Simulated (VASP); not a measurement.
# Al: electric field gradients with r2SCAN

Crystal: Al.

```
CELL_PARAMETERS angstrom
-1.62243 1.62243 1.62243
1.62243 -1.62243 1.62243
1.62243 1.62243 -1.62243
ATOMIC_POSITIONS crystal
Al 0.00000 0.00000 0.00000
```

This cell differs from its parent crystal: volume scaled by 1.06.

- Program: VASP 6.6.1
- Task: electric field gradients
- Functional: r2SCAN
- Potentials or basis: VASP PAW PBE potentials, release 64 (Al)
- Cutoff: 520 eV
- k mesh: 18 × 18 × 18
- Occupations: fermi-dirac, width 0.08 eV
- Spin: no spin polarisation
- Dipole correction: no
- Further INCAR settings: ALGO = Normal; EDIFF = 1e-08; NBANDS = 8

- Pressure: -4.1 GPa

Levels at points of the mesh, in eV from the Fermi level:
```
           k point  band 1  band 2  band 3  band 4  band 5  band 6
(0.00, 0.00, 0.00)  -11.63   13.82   13.82   13.82   15.37   15.37
(0.50, 0.00, 0.00)   -4.59   -3.98    8.54    8.59   10.38   11.94
(0.50, 0.50, 0.50)    1.93    1.93    1.93    3.02    3.02    6.03
```

It took 75 s on 1 thread of Intel Xeon 6975P-C (shared host), peak memory 0.15 GiB.

Caveat: without QUAD_EFG the Cq values of the log hold for a quadrupole moment of 1 mb, not for the nuclei; the PAW data sets were made with another functional, which shifts forces and pressure a little.
